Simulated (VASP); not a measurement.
# Ca2ScC (P4_2/mmc) in VASP: single point with PBE

Aim: the single point of Ca2ScC with PBE.

Everything below comes from runs of VASP 6.6.1. Logs are shortened: lines on timing, memory, paths and dates and some standing lists are left out, and cuts for length are marked.

## 1. The cell of the first run

It takes space group P4_2/mmc (No. 131, tetragonal). The conventional cell has a = 7.704 Å, b = 7.704 Å, c = 4.297 Å, α = 90.00°, β = 90.00°, γ = 90.00°. Within 3.1 Å of Ca (site symmetry m2m) lie 3 C at 2.23 to 3.10 Å. Within 2.8 Å of Sc (site symmetry -4m2) lie 2 Sc at 2.15 Å. C (site symmetry mmm) has 2 C at 2.15 Å and 2 Ca at 2.23 Å within 2.8 Å.

## 2. Single point, PBE

INCAR reads:

```
  PREC = Accurate
  ENCUT = 520
  EDIFF = 1E-6
  ISMEAR = 0
  SIGMA = 0.1
  LREAL = F
  LASPH = T
  NELM = 80
  ALGO = Normal
  ISIF = 2
  LWAVE = F
  LCHARG = F
  GGA = PE
  NBANDS = 45
```

KPOINTS reads:

```
Automatic mesh
0
Gamma
  6 6 10
```

POSCAR reads:

```
Ca2ScC
1.0
    7.7039023540      0.0000000000      0.0000000000
    0.0000000000      7.7039023540      0.0000000000
    0.0000000000      0.0000000000      4.2967909851
Ca Sc C
4 2 2
Direct
    0.2101367961      0.5000000000      0.5000000000
    0.5000000000      0.2101367961      0.0000000000
    0.7898632039      0.5000000000      0.5000000000
    0.5000000000      0.7898632039      0.0000000000
    0.0000000000      0.0000000000      0.2500000000
    0.0000000000      0.0000000000      0.7500000000
    0.5000000000      0.5000000000      0.0000000000
    0.5000000000      0.5000000000      0.5000000000
```

Potentials or basis: VASP PAW PBE potentials, release 64 (Ca_sv, Sc_sv, C).

Launch:

```console
cat potpaw_PBE.64/Ca_sv/POTCAR potpaw_PBE.64/Sc_sv/POTCAR potpaw_PBE.64/C/POTCAR > POTCAR
mpirun -np 1 vasp_std > vasp.out
```

OUTCAR:

```text
PREC = Accurate
   ENCUT = 520
   EDIFF = 1E-6
   ISMEAR = 0
   LREAL = F
   LASPH = T
   NELM = 80
   ISIF = 2
   GGA = PE

 ion  position               nearest neighbor table
   1  0.210  0.500  0.500-   8 2.23
   2  0.500  0.210  0.000-   7 2.23
   3  0.790  0.500  0.500-   8 2.23
   4  0.500  0.790  0.000-   7 2.23
   5  0.000  0.000  0.250-   6 2.15   6 2.15
   6  0.000  0.000  0.750-   5 2.15   5 2.15
   7  0.500  0.500  0.000-   2 2.23   4 2.23
   8  0.500  0.500  0.500-   1 2.23   3 2.23

  LATTYP: Found a simple tetragonal cell.
 ALAT       =     7.7039023540
 C/A-ratio  =     0.5577421400

  Lattice vectors:

 A1 = (   7.7039023540,   0.0000000000,   0.0000000000)
 A2 = (   0.0000000000,   7.7039023540,   0.0000000000)
 A3 = (   0.0000000000,   0.0000000000,   4.2967909851)

Analysis of symmetry for initial positions (statically):
=====================================================================
 Subroutine PRICEL returns:
 Original cell was already a primitive cell.

 Routine SETGRP: Setting up the symmetry group for a
 simple tetragonal supercell.

 Subroutine GETGRP returns: Found 16 space group operations
 (whereof  8 operations were pure point group operations)
 out of a pool of 16 trial point group operations.

The static configuration has the point symmetry D_2h.
 The point group associated with its full space group is D_4h.

Analysis of symmetry for dynamics (positions and initial velocities):
=====================================================================
 Subroutine PRICEL returns:
 Original cell was already a primitive cell.

 Routine SETGRP: Setting up the symmetry group for a
 simple tetragonal supercell.

 Subroutine GETGRP returns: Found 16 space group operations
 (whereof  8 operations were pure point group operations)
 out of a pool of 16 trial point group operations.

The dynamic configuration has the point symmetry D_2h.
 The point group associated with its full space group is D_4h.

 Subroutine INISYM returns: Found 16 space group operations
 (whereof  8 operations are pure point group operations),
 and found     1 'primitive' translations

----------------------------------------------------------------------------------------

                                     Primitive cell

  volume of cell :     255.0150

  direct lattice vectors                    reciprocal lattice vectors
     7.703902354  0.000000000  0.000000000     0.129804345  0.000000000  0.000000000
     0.000000000  7.703902354  0.000000000     0.000000000  0.129804345  0.000000000
     0.000000000  0.000000000  4.296790985     0.000000000  0.000000000  0.232731823

  length of vectors
     7.703902354  7.703902354  4.296790985     0.129804345  0.129804345  0.232731823

  position of ions in fractional coordinates (direct lattice)
     0.210136796  0.500000000  0.500000000
     0.500000000  0.210136796  0.000000000
     0.789863204  0.500000000  0.500000000
     0.500000000  0.789863204  0.000000000
     0.000000000  0.000000000  0.250000000
     0.000000000  0.000000000  0.750000000
     0.500000000  0.500000000  0.000000000
     0.500000000  0.500000000  0.500000000

  ion indices of the primitive-cell ions
   primitive index   ion index
                 1           1
                 2           2
                 3           3
                 4           4
                 5           5
                 6           6
                 7           7
                 8           8

----------------------------------------------------------------------------------------

 KPOINTS: Automatic mesh

Automatic generation of k-mesh.
 Grid dimensions read from file:
 generate k-points for:    6    6   10

 Generating k-lattice:

  Cartesian coordinates                     Fractional coordinates (reciprocal lattice)
     0.021634058  0.000000000  0.000000000     0.166666667  0.000000000  0.000000000
     0.000000000  0.021634058  0.000000000     0.000000000  0.166666667  0.000000000
     0.000000000  0.000000000  0.023273182     0.000000000  0.000000000  0.100000000

  Length of vectors
     0.021634058  0.021634058  0.023273182

  Shift w.r.t. Gamma in fractional coordinates (k-lattice)
     0.000000000  0.000000000  0.000000000

 Subroutine IBZKPT returns following result:
 ===========================================

 Found     60 irreducible k-points:

 Following reciprocal coordinates:
            Coordinates               Weight
  0.000000  0.000000  0.000000      1.000000
  0.166667  0.000000  0.000000      4.000000
  0.333333  0.000000  0.000000      4.000000
  0.500000  0.000000  0.000000      2.000000
  0.166667  0.166667  0.000000      4.000000
  0.333333  0.166667  0.000000      8.000000
[... 16 lines left out ...]
  0.333333  0.000000  0.200000      8.000000
  0.500000  0.000000  0.200000      4.000000
 [... further k-points ...]
   k-points           NKPTS =     60   k-points in BZ     NKDIM =     60   number of bands    NBANDS=     45
   number of dos      NEDOS =    301   number of ions     NIONS =      8
   total plane-waves  NPLWV = 115200
   dimension x,y,z NGX =    60 NGY =   60 NGZ =   32
   dimension x,y,z NGXF=   120 NGYF=  120 NGZF=   64
   ions per type =               4   2   2
   NGX,Y,Z   is equivalent  to a cutoff of  12.95, 12.95, 12.38 a.u.
   NGXF,Y,Z  is equivalent  to a cutoff of  25.90, 25.90, 24.76 a.u.
 SYSTEM =  unknown system
   PREC   = accura    normal or accurate (medium, high low for compatibility)
   ISTART =      0    job   : 0-new  1-cont  2-samecut
   ICHARG =      2    charge: 1-file 2-atom 10-const
   ISPIN  =      1    spin polarized calculation?
   LNONCOLLINEAR =      F non collinear calculations
   LSORBIT =      F    spin-orbit coupling
   LASPH  =      T    aspherical Exc in radial PAW
   ENCUT  =  520.0 eV  38.22 Ry    6.18 a.u.  14.32 14.32  7.99*2*pi/ulx,y,z
   NELM   =     80;   NELMIN=  2; NELMDL= -5     # of ELM steps
   EDIFF  = 0.1E-05   stopping-criterion for ELM
   LREAL  =      F    real-space projection
   EDIFFG = 0.1E-04   stopping-criterion for IOM
   NSW    =      0    number of steps for IOM
   IBRION =     -1    ionic relax: 0-MD 1-quasi-New 2-CG
   NFREE  =      0    steps in history (QN), initial steepest desc. (CG)
   ISIF   =      2    stress and relaxation
   ISYM   =      2    0-nonsym 1-usesym 2-fastsym
   POTIM  = 0.5000    time-step for ionic-motion
   TEBEG  =    0.0;   TEEND  =   0.0 temperature during run
   PSTRESS=    0.0 pullay stress
   NELECT =      70.0000    total number of electrons
   NUPDOWN=      -1.0000    fix difference up-down
   EMIN   =  10.00;   EMAX   =-10.00  energy-range for DOS
   EFERMI =   0.00;   METHOD = LEGACY
   ISMEAR =     0;   SIGMA  =   0.10  broadening in eV -4-tet -1-fermi 0-gaus
   EFERMI_NEDOS =   21; number of points for ismear=-14 and -15
   IALGO  =     38    algorithm
   IMIX   =      4    mixing-type and parameters
     AMIX     =   0.40;   BMIX     =  1.00
     AMIX_MAG =   1.60;   BMIX_MAG =  1.00
  volume/ion in A,a.u.               =      31.88       215.12
  Fermi-wavevector in a.u.,A,eV,Ry     =   1.063944  2.010563 15.401491  1.131978
  Thomas-Fermi vector in A             =   2.199446
   LORBIT       =      0    0 simple, 1 ext, 2 COOP (PROOUT), +10 PAW based schemes
   GGA     = PE    functional components
   LHFCALC =     F    Hartree Fock is set to
   AEXX    =    0.0000 exact exchange contribution
   IVDW    =     0    specifies the selected vdW correction
   LEPSILON=     F    determine dielectric tensor
   LRPA    =     F    only Hartree local field effects (RPA)
 non-spin polarized calculation
 Gauss-broadening in eV      SIGMA  =   0.10
  energy-cutoff  :      520.00
  volume of cell :      255.02
 maximum number of plane-waves:      6900
 NGX is ok and might be reduce to    60
   NGX = 29   NGY = 29   NGZ = 15

 number of electron      70.0000003 magnetization

 Free energy of the ion-electron system (eV)
  ---------------------------------------------------
  ext. energy  EPLUGINS =         0.00000000
  ---------------------------------------------------
  free energy    TOTEN  =       -27.99101289 eV

  energy without entropy =      -27.93141296  energy(sigma->0) =      -27.96121292

 E-fermi :   1.6572     XC(G=0):  -7.9310

 val. band max:        1.6494676675   @ k =   0.5000   0.1667   0.4000
 cond. band min:       1.6611788982   @ k =   0.5000   0.3333   0.2000
 fundamental gap:      0.0117112307
 Fermi energy:         1.6572269660

 k-point     1 :       0.0000    0.0000    0.0000
  band No.  band energies     occupation
      1     -47.7719      2.00000
      2     -46.4639      2.00000
      3     -39.4516      2.00000
      4     -39.4382      2.00000
      5     -39.4193      2.00000
      6     -39.4193      2.00000
[... 37 lines left out ...]
     44       4.4208      0.00000
     45       4.7613      0.00000

 k-point     2 :       0.1667    0.0000    0.0000
  band No.  band energies     occupation
      1     -47.7719      2.00000
      2     -46.4639      2.00000
      3     -39.4508      2.00000
      4     -39.4392      2.00000
      5     -39.4193      2.00000
      6     -39.4190      2.00000
[... 37 lines left out ...]
     44       4.4686      0.00000
     45       4.6909      0.00000

 k-point     3 :       0.3333    0.0000    0.0000
  band No.  band energies     occupation
      1     -47.7719      2.00000
      2     -46.4639      2.00000
      3     -39.4487      2.00000
      4     -39.4419      2.00000
      5     -39.4193      2.00000
      6     -39.4184      2.00000
[... 997 lines left out ...]
     44       4.0291      0.00000
     45       4.2472      0.00000

 k-point    24 :       0.5000    0.0000    0.2000
  band No.  band energies     occupation
      1     -47.6595      2.00000
      2     -46.6037      2.00000
      3     -39.4455      2.00000
      4     -39.4440      2.00000
      5     -39.4189      2.00000
      6     -39.4182      2.00000
[... 37 lines left out ...]
     44       3.9305      0.00000
     45       4.2983      0.00000

 [... further k-points ...]

------------------------ aborting loop because EDIFF is reached ----------------------------------------

  FORCE on cell =-STRESS in cart. coord.  units (eV):
  Direction    XX          YY          ZZ          XY          YZ          ZX
  --------------------------------------------------------------------------------------
  -------------------------------------------------------------------------------------
  Total        0.1666804      0.1666804      0.7174776      0.0000000      0.0000000      0.0000000
  in kB        1.0471994      1.0471994      4.5076811      0.0000000      0.0000000      0.0000000
  external PRESSURE =       2.2006933 kB  Pullay stress =       0.0000000 kB

 VOLUME and BASIS-vectors are now :
 -----------------------------------------------------------------------------
  energy-cutoff  :      520.00
  volume of cell :      255.02
      direct lattice vectors                 reciprocal lattice vectors
     7.703902354  0.000000000  0.000000000     0.129804345  0.000000000  0.000000000
     0.000000000  7.703902354  0.000000000     0.000000000  0.129804345  0.000000000
     0.000000000  0.000000000  4.296790985     0.000000000  0.000000000  0.232731823

 POSITION                                       TOTAL-FORCE (eV/Angst)
 -----------------------------------------------------------------------------------
      1.61887      3.85195      2.14840        -0.044287     -0.000000      0.000000
      3.85195      1.61887      0.00000        -0.000000     -0.044287     -0.000000
      6.08503      3.85195      2.14840         0.044287     -0.000000     -0.000000
      3.85195      6.08503      0.00000         0.000000      0.044287      0.000000
      0.00000      0.00000      1.07420         0.000000     -0.000000      0.000000
      0.00000      0.00000      3.22259         0.000000     -0.000000      0.000000
      3.85195      3.85195      0.00000         0.000000     -0.000000     -0.000000
      3.85195      3.85195      2.14840         0.000000     -0.000000     -0.000000
 -----------------------------------------------------------------------------------
    total drift:                                0.000000     -0.000000      0.000000

  FREE ENERGIE OF THE ION-ELECTRON SYSTEM (eV)
  ---------------------------------------------------
  free  energy   TOTEN  =       -27.9910128893 eV

  energy  without entropy=      -27.9314129585  energy(sigma->0) =      -27.96121292
```

Wall time 6.9 min (1 thread of AMD EPYC 9R45 (Zen 5), shared host); peak memory 0.7 GiB.

Results:

| Property | Result |
| --- | --- |
| Free energy | -27.9910 eV |
| Pressure | 0.2 GPa |
| Largest force | 0.044 eV/Å |
| Band gap on the k mesh | zero (bands 35 and 36 overlap by 0.97 eV) |

Forces on the atoms (eV/Å):
```
Ca  -0.044  0.000  0.000
Ca   0.000 -0.044  0.000
Ca   0.044  0.000  0.000
Ca   0.000  0.044  0.000
Sc   0.000  0.000  0.000
Sc   0.000  0.000  0.000
C    0.000  0.000  0.000
C    0.000  0.000  0.000
```

Stress tensor (GPa, compression positive):
```
0.10 0.00 0.00
0.00 0.10 0.00
0.00 0.00 0.45
```

Levels at points of the mesh, in eV from the Fermi level:
```csv
k point,band 32,band 33,band 34,band 35,band 36,band 37,band 38,band 39,band 40,band 41
"(0.00, 0.00, 0.00)",-1.03,-0.94,-0.67,-0.35,-0.35,0.26,0.35,0.35,1.10,1.38
"(0.50, 0.00, 0.00)",-1.04,-1.03,-0.66,-0.21,-0.11,-0.01,0.13,0.60,1.02,1.68
"(0.50, 0.50, 0.00)",-1.05,-0.74,-0.74,-0.66,-0.61,0.15,0.15,0.17,1.79,1.97
"(0.00, 0.00, 0.50)",-0.99,0.34,0.34,0.35,0.35,0.67,0.67,1.40,1.40,1.61
"(0.50, 0.00, 0.50)",-0.37,-0.25,-0.21,0.33,0.39,0.97,1.13,1.38,1.55,1.70
"(0.50, 0.50, 0.50)",-0.41,0.04,0.04,0.16,0.16,1.14,1.14,1.30,1.30,1.81
```
